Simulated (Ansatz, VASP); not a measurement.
# Tl: VASP beside Ansatz

```
Tl
1.0
    -1.94100    1.94100    1.94100
     1.94100   -1.94100    1.94100
     1.94100    1.94100   -1.94100
Tl
1
Direct
  0.00000 0.00000 0.00000
```

Alike in both runs: task single point; functional PBE; k mesh 6 × 6 × 6; occupations methfessel-paxton of order 1, width 0.04 eV; no spin polarisation.

|  | VASP | Ansatz |
| --- | --- | --- |
| version | VASP 6.6.1 | Ansatz 0.2.0 |
| potentials or method | VASP PAW PBE potentials, release 64 (Tl_d) | scalar-relativistic, plane waves, norm-conserving potentials |
| plane-wave cutoff (eV) | 500 | 820 |
| valence electrons in the cell | 13 | 13 |

```csv
,VASP,Ansatz,Ansatz less VASP
gap on the k mesh at the Fermi level (eV),none,none,-
pressure (GPa),2.3,2.4,+0.10
```

A gap of «none» marks a metal or a gap that the smearing closes. The functional is the same, so the differences come from potentials, cutoffs and numerics.

The k mesh is coarse, so the values compare programs but aren't converged. Neither program's run includes spin-orbit coupling.
